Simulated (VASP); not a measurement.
# P (Pm-3m) in VASP: notebook

The runs below take P through single point, relaxation of cell and atoms, with LDA.

All numbers are computed with VASP 6.6.1; they aren't measurements. Logs are shortened: lines on timing, memory, paths and dates and some standing lists are left out, and cuts for length are marked.

**1. The cell of the first run**

Symmetry: Pm-3m, No. 221, cubic system. The conventional cell has a = 2.407 Å, b = 2.407 Å, c = 2.407 Å, α = 90.00°, β = 90.00°, γ = 90.00°. P (site symmetry m-3m) has 6 P at 2.41 Å within 3.2 Å.

**2. Single point, LDA**

INCAR

```
SYSTEM = P
PREC = Accurate
ENCUT = 520
EDIFF = 1E-7
ISMEAR = -1
SIGMA = 0.1
LREAL = .False.
LASPH = .True.
NELM = 80
ALGO = Normal
ISIF = 2
LWAVE = .False.
LCHARG = .False.
NBANDS = 8
```

KPOINTS

```
regular mesh
0
Gamma
  12 12 12
  0 0 0
```

POSCAR

```
P
1.0
    2.4074569598      0.0000000000      0.0000000000
    0.0000000000      2.4074569598      0.0000000000
    0.0000000000      0.0000000000      2.4074569598
P
1
Direct
    0.0000000000      0.0000000000      0.0000000000
```

Potentials or basis: VASP PAW LDA potentials, release 64 (P).

Launch:

```console
cat potpaw_LDA.64/P/POTCAR > POTCAR
mpirun -np 1 vasp_std > vasp.out
```

OUTCAR:

```text
SYSTEM = P
   PREC = Accurate
   ENCUT = 520
   EDIFF = 1E-7
   ISMEAR = -1
   LREAL = .False.
   LASPH = .True.
   NELM = 80
   ISIF = 2

 ion  position               nearest neighbor table
   1  0.000  0.000  0.000-

  LATTYP: Found a simple cubic cell.
 ALAT       =     2.4074569598

  Lattice vectors:

 A1 = (   2.4074569598,   0.0000000000,   0.0000000000)
 A2 = (   0.0000000000,   2.4074569598,   0.0000000000)
 A3 = (   0.0000000000,   0.0000000000,   2.4074569598)

Analysis of symmetry for initial positions (statically):
=====================================================================
 Subroutine PRICEL returns:
 Original cell was already a primitive cell.

 Routine SETGRP: Setting up the symmetry group for a
 simple cubic supercell.

 Subroutine GETGRP returns: Found 48 space group operations
 (whereof 48 operations were pure point group operations)
 out of a pool of 48 trial point group operations.

The static configuration has the point symmetry O_h .

Analysis of symmetry for dynamics (positions and initial velocities):
=====================================================================
 Subroutine PRICEL returns:
 Original cell was already a primitive cell.

 Routine SETGRP: Setting up the symmetry group for a
 simple cubic supercell.

 Subroutine GETGRP returns: Found 48 space group operations
 (whereof 48 operations were pure point group operations)
 out of a pool of 48 trial point group operations.

The dynamic configuration has the point symmetry O_h .

 Subroutine INISYM returns: Found 48 space group operations
 (whereof 48 operations are pure point group operations),
 and found     1 'primitive' translations

----------------------------------------------------------------------------------------

                                     Primitive cell

  volume of cell :      13.9533

  direct lattice vectors                    reciprocal lattice vectors
     2.407456960  0.000000000  0.000000000     0.415376066  0.000000000  0.000000000
     0.000000000  2.407456960  0.000000000     0.000000000  0.415376066  0.000000000
     0.000000000  0.000000000  2.407456960     0.000000000  0.000000000  0.415376066

  length of vectors
     2.407456960  2.407456960  2.407456960     0.415376066  0.415376066  0.415376066

  position of ions in fractional coordinates (direct lattice)
     0.000000000  0.000000000  0.000000000

  ion indices of the primitive-cell ions
   primitive index   ion index
                 1           1

----------------------------------------------------------------------------------------

 KPOINTS: regular mesh

Automatic generation of k-mesh.
 Grid dimensions read from file:
 generate k-points for:   12   12   12

 Generating k-lattice:

  Cartesian coordinates                     Fractional coordinates (reciprocal lattice)
     0.034614672  0.000000000  0.000000000     0.083333333  0.000000000  0.000000000
     0.000000000  0.034614672  0.000000000     0.000000000  0.083333333  0.000000000
     0.000000000  0.000000000  0.034614672     0.000000000  0.000000000  0.083333333

  Length of vectors
     0.034614672  0.034614672  0.034614672

  Shift w.r.t. Gamma in fractional coordinates (k-lattice)
     0.000000000  0.000000000  0.000000000

 Subroutine IBZKPT returns following result:
 ===========================================

 Found     84 irreducible k-points:

 Following reciprocal coordinates:
            Coordinates               Weight
  0.000000  0.000000  0.000000      1.000000
  0.083333  0.000000  0.000000      6.000000
  0.166667  0.000000  0.000000      6.000000
  0.250000  0.000000  0.000000      6.000000
  0.333333  0.000000  0.000000      6.000000
  0.416667  0.000000  0.000000      6.000000
[... 16 lines left out ...]
  0.333333  0.333333  0.000000     12.000000
  0.416667  0.333333  0.000000     24.000000
 [... further k-points ...]
   k-points           NKPTS =     84   k-points in BZ     NKDIM =     84   number of bands    NBANDS=      8
   number of dos      NEDOS =    301   number of ions     NIONS =      1
   total plane-waves  NPLWV =   5832
   dimension x,y,z NGX =    18 NGY =   18 NGZ =   18
   dimension x,y,z NGXF=    36 NGYF=   36 NGZF=   36
   ions per type =               1
   NGX,Y,Z   is equivalent  to a cutoff of  12.43, 12.43, 12.43 a.u.
   NGXF,Y,Z  is equivalent  to a cutoff of  24.86, 24.86, 24.86 a.u.
 SYSTEM =  P
   PREC   = accura    normal or accurate (medium, high low for compatibility)
   ISTART =      0    job   : 0-new  1-cont  2-samecut
   ICHARG =      2    charge: 1-file 2-atom 10-const
   ISPIN  =      1    spin polarized calculation?
   LNONCOLLINEAR =      F non collinear calculations
   LSORBIT =      F    spin-orbit coupling
   LASPH  =      T    aspherical Exc in radial PAW
   ENCUT  =  520.0 eV  38.22 Ry    6.18 a.u.   4.48  4.48  4.48*2*pi/ulx,y,z
   NELM   =     80;   NELMIN=  2; NELMDL= -5     # of ELM steps
   EDIFF  = 0.1E-06   stopping-criterion for ELM
   LREAL  =      F    real-space projection
   EDIFFG = 0.1E-05   stopping-criterion for IOM
   NSW    =      0    number of steps for IOM
   IBRION =     -1    ionic relax: 0-MD 1-quasi-New 2-CG
   NFREE  =      0    steps in history (QN), initial steepest desc. (CG)
   ISIF   =      2    stress and relaxation
   ISYM   =      2    0-nonsym 1-usesym 2-fastsym
   POTIM  = 0.5000    time-step for ionic-motion
   TEBEG  =    0.0;   TEEND  =   0.0 temperature during run
   PSTRESS=    0.0 pullay stress
   NELECT =       5.0000    total number of electrons
   NUPDOWN=      -1.0000    fix difference up-down
   EMIN   =  10.00;   EMAX   =-10.00  energy-range for DOS
   EFERMI =   0.00;   METHOD = LEGACY
   ISMEAR =    -1;   SIGMA  =   0.10  broadening in eV -4-tet -1-fermi 0-gaus
   EFERMI_NEDOS =   21; number of points for ismear=-14 and -15
   IALGO  =     38    algorithm
   IMIX   =      4    mixing-type and parameters
     AMIX     =   0.40;   BMIX     =  1.00
     AMIX_MAG =   1.60;   BMIX_MAG =  1.00
  volume/ion in A,a.u.               =      13.95        94.16
  Fermi-wavevector in a.u.,A,eV,Ry     =   1.162803  2.197380 18.396598  1.352112
  Thomas-Fermi vector in A             =   2.299360
   LORBIT       =      0    0 simple, 1 ext, 2 COOP (PROOUT), +10 PAW based schemes
   GGA     = CA    functional components
   LHFCALC =     F    Hartree Fock is set to
   AEXX    =    0.0000 exact exchange contribution
   IVDW    =     0    specifies the selected vdW correction
   LEPSILON=     F    determine dielectric tensor
   LRPA    =     F    only Hartree local field effects (RPA)
 non-spin polarized calculation
  energy-cutoff  :      520.00
  volume of cell :       13.95
 maximum number of plane-waves:       389
 NGX is ok and might be reduce to    18
   NGX =  9   NGY =  9   NGZ =  9

 number of electron       4.9999998 magnetization

 Free energy of the ion-electron system (eV)
  ---------------------------------------------------
  ext. energy  EPLUGINS =         0.00000000
  ---------------------------------------------------
  free energy    TOTEN  =        -6.04186802 eV

  energy without entropy =       -6.02999624  energy(sigma->0) =       -6.03593213

 E-fermi :  10.2821     XC(G=0): -11.5763

 val. band max:       10.2697467936   @ k =   0.4167   0.2500   0.0000
 cond. band min:      10.3580340854   @ k =   0.1667   0.1667   0.1667
 fundamental gap:      0.0882872918
 Fermi energy:        10.2820629898

 k-point     1 :       0.0000    0.0000    0.0000
  band No.  band energies     occupation
      1      -6.6911      2.00000
      2      15.3905      0.00000
      3      15.3905      0.00000
      4      15.3905      0.00000
      5      16.9957      0.00000
      6      16.9957      0.00000
      7      24.7741      0.00000
      8      35.1288      0.00000

 k-point     2 :       0.0833    0.0000    0.0000
  band No.  band energies     occupation
      1      -6.5274      2.00000
      2      12.9152      0.00000
      3      15.5195      0.00000
      4      15.5195      0.00000
      5      17.1262      0.00000
      6      19.2598      0.00000
      7      25.3385      0.00000
      8      33.9553      0.00000

 k-point     3 :       0.1667    0.0000    0.0000
  band No.  band energies     occupation
      1      -6.0395      2.00000
      2       9.8657      1.96938
      3      15.8996      0.00000
      4      15.8996      0.00000
      5      17.5053      0.00000
      6      21.5040      0.00000
      7      27.1244      0.00000
      8      31.6041      0.00000

 k-point     4 :       0.2500    0.0000    0.0000
  band No.  band energies     occupation
      1      -5.2391      2.00000
      2       6.9916      2.00000
      3      16.5046      0.00000
      4      16.5046      0.00000
      5      18.0900      0.00000
      6      23.1215      0.00000
      7      29.1511      0.00000
      8      29.1511      0.00000

 k-point     5 :       0.3333    0.0000    0.0000
  band No.  band energies     occupation
      1      -4.1589      2.00000
      2       4.4024      2.00000
      3      17.2662      0.00000
      4      17.2662      0.00000
      5      18.7837      0.00000
      6      24.5622      0.00000
      7      26.9820      0.00000
      8      26.9820      0.00000
[... 177 lines left out ...]
 k-point    22 :       0.5000    0.2500    0.0000
  band No.  band energies     occupation
      1      -0.6839      2.00000
      2       2.4649      2.00000
      3      10.7190      0.02501
      4      16.1329      0.00000
      5      19.3914      0.00000
      6      24.7885      0.00000
      7      25.8218      0.00000
      8      29.9481      0.00000

 k-point    23 :       0.3333    0.3333    0.0000
  band No.  band energies     occupation
      1      -1.6358      2.00000
      2       6.0162      2.00000
      3       7.3986      2.00000
      4      16.2327      0.00000
      5      19.0684      0.00000
      6      24.5266      0.00000
      7      28.6140      0.00000
      8      28.6983      0.00000

 k-point    24 :       0.4167    0.3333    0.0000
  band No.  band energies     occupation
      1      -0.3819      2.00000
      2       4.4338      2.00000
      3       7.7923      2.00000
      4      14.3664      0.00000
      5      19.7730      0.00000
      6      25.5673      0.00000
      7      27.1158      0.00000
      8      29.2225      0.00000

 [... further k-points ...]
[... 5 lines left out ...]
  --------------------------------------------------------------------------------------
  -------------------------------------------------------------------------------------
  Total       -0.0195845     -0.0195845     -0.0195845      0.0000000     -0.0000000      0.0000000
  in kB       -2.2487794     -2.2487794     -2.2487794      0.0000000     -0.0000000      0.0000000
  external PRESSURE =      -2.2487794 kB  Pullay stress =       0.0000000 kB

 VOLUME and BASIS-vectors are now :
 -----------------------------------------------------------------------------
  energy-cutoff  :      520.00
  volume of cell :       13.95
      direct lattice vectors                 reciprocal lattice vectors
     2.407456960  0.000000000  0.000000000     0.415376066  0.000000000  0.000000000
     0.000000000  2.407456960  0.000000000     0.000000000  0.415376066  0.000000000
     0.000000000  0.000000000  2.407456960     0.000000000  0.000000000  0.415376066

 POSITION                                       TOTAL-FORCE (eV/Angst)
 -----------------------------------------------------------------------------------
      0.00000      0.00000      0.00000         0.000000      0.000000      0.000000
 -----------------------------------------------------------------------------------
    total drift:                               -0.000000      0.000000      0.000000

  FREE ENERGIE OF THE ION-ELECTRON SYSTEM (eV)
  ---------------------------------------------------
  free  energy   TOTEN  =        -6.0418680202 eV

  energy  without entropy=       -6.0299962402  energy(sigma->0) =       -6.03593213
```

It took 4.3 s on 1 thread of Intel Xeon Platinum 8488C (Sapphire Rapids), shared host; peak memory 0.11 GiB.

What came out:

| Quantity | Value |
| --- | --- |
| Free energy | -6.0419 eV |
| Pressure | -0.2 GPa |

**3. Single point, LDA**

INCAR

```
PREC = Accurate
ENCUT = 520
EDIFF = 1E-7
ISMEAR = -1
SIGMA = 0.1
LREAL = F
LASPH = T
NELM = 60
ALGO = Normal
ISIF = 2
LWAVE = F
LCHARG = F
GGA = CA
NBANDS = 8
```

KPOINTS

```
regular mesh
0
Gamma
  15 15 15
```

POSCAR is that of step 2.

Potentials or basis: VASP PAW LDA potentials, release 64 (P).

Launch:

```console
cat potpaw_LDA.64/P/POTCAR > POTCAR
mpirun -np 1 vasp_std > vasp.out
```

Run time: 5.8 s. Hardware: 1 thread of Intel Xeon Platinum 8488C (Sapphire Rapids), shared host; peak memory 0.11 GiB.

The run converged. Its results:

```yaml
Free_energy: -6.0519 eV
Pressure: 0.8 GPa
```

Levels at points of the mesh, in eV from the Fermi level:
```tsv
k point	band 1	band 2	band 3	band 4	band 5	band 6
(0.00, 0.00, 0.00)	-16.97	5.11	5.11	5.11	6.71	6.71
```

**4. Relaxation of cell and atoms, LDA**

This run uses another cell than the first one, of 16.44 Å³/atom, 1.178 times its volume.

INCAR

```
SYSTEM = P
ALGO     = Normal         ! electronic algorithm
EDIFF    = 1E-7           ! SCF threshold, eV
EDIFFG   = -0.01          ! ionic threshold
ENCUT    = 600            ! plane-wave cutoff, eV
GGA      = CA             ! functional
IBRION   = 2              ! ionic algorithm
ISIF     = 3              ! what is computed and relaxed
ISMEAR   = -1             ! smearing method
LASPH    = .True.         ! aspherical terms in the spheres
LCHARG   = .False.        ! write CHGCAR
LREAL    = .False.        ! projectors in reciprocal space
LWAVE    = .False.        ! write WAVECAR
NELM     = 80             ! most SCF steps
NSW      = 80             ! ionic steps
PREC     = Accurate       ! precision mode
SIGMA    = 0.1            ! smearing width, eV
```

KPOINTS

```
k-points
0
Gamma
  12 12 12
  0 0 0
```

POSCAR

```
P
1.0
    2.5427581381      0.0000000000      0.0000000000
    0.0000000000      2.5427581381      0.0000000000
    0.0000000000      0.0000000000      2.5427581381
P
1
Direct
    0.0000000000      0.0000000000      0.0000000000
```

Launch:

```console
cat potpaw_LDA.64/P/POTCAR > POTCAR
mpirun -np 1 vasp_std > vasp.out
```

Run time: 11 s. Hardware: 1 thread of Intel Xeon Platinum 8488C (Sapphire Rapids), shared host; peak memory 0.12 GiB.

It converged, with:

* Free energy: -6.0423 eV
* Relaxed volume: 13.93 Å³/atom
* Relaxed cell: a = 2.406 Å, b = 2.406 Å, c = 2.406 Å, α = 90.00°, β = 90.00°, γ = 90.00°
* Space group after relaxing (to 0.05 Å): Pm-3m (No. 221)
* Energy gained by relaxing: 121.0 meV/atom
* Ionic steps: 4
* Pressure after relaxing: 0.0 GPa

Step by step:
```csv
step,energy change (eV),largest force (eV/Å),pressure (GPa),volume (Å³)
1,0.0000,0.0000,-13.65,16.44
2,-0.1094,0.0000,6.42,13.33
3,-0.1210,0.0000,-0.37,13.97
4,-0.1210,0.0000,0.05,13.93
```

Final structure:
```cif
data_structure
_symmetry_space_group_name_H-M 'P 1'
_symmetry_Int_Tables_number 1
_cell_length_a 2.4060
_cell_length_b 2.4060
_cell_length_c 2.4060
_cell_angle_alpha 90.000
_cell_angle_beta 90.000
_cell_angle_gamma 90.000
_cell_volume 13.93
loop_
_atom_site_label
_atom_site_type_symbol
_atom_site_fract_x
_atom_site_fract_y
_atom_site_fract_z
_atom_site_occupancy
P1 P 0.00000 0.00000 0.00000 1
```

Levels at points of the mesh, in eV from the Fermi level:
```csv
k point,band 1,band 2,band 3,band 4,band 5,band 6
"(0.00, 0.00, 0.00)",-16.99,5.12,5.12,5.12,6.71,6.71
"(0.50, 0.00, 0.00)",-12.44,-9.13,8.09,8.09,9.37,14.46
"(0.50, 0.50, 0.00)",-7.49,-5.55,-5.55,0.59,10.83,17.10
"(0.50, 0.50, 0.50)",-2.30,-2.30,-2.30,-1.26,4.45,4.45
```

Caveat: the volume moved by over 15 % at a fixed basis, so the end points are rough.

**5. Summary**

| task | cell | k mesh | cutoff (eV) | gap on the mesh (eV) | pressure (GPa) |
| --- | --- | --- | --- | --- | --- |
| single point | a = 2.407 Å, 1 atom | 12 × 12 × 12 | 520 | none | -0.2 |
| single point | a = 2.407 Å, 1 atom | 15 × 15 × 15 | 520 | none | 0.8 |
| relaxation of cell and atoms | relaxed from a = 2.543 Å, 1 atom | 12 × 12 × 12 | 600 | none | 0.0 |

Alike in all rows: level LDA; potentials or basis VASP PAW LDA potentials, release 64 (P); no spin polarisation; smearing fermi-dirac 0.1 eV.

Caveats: the volume moved by over 15 % at a fixed basis, so the end points are rough (some runs).

Total energies depend on the potentials used, so only differences within one code and one set of settings carry meaning.
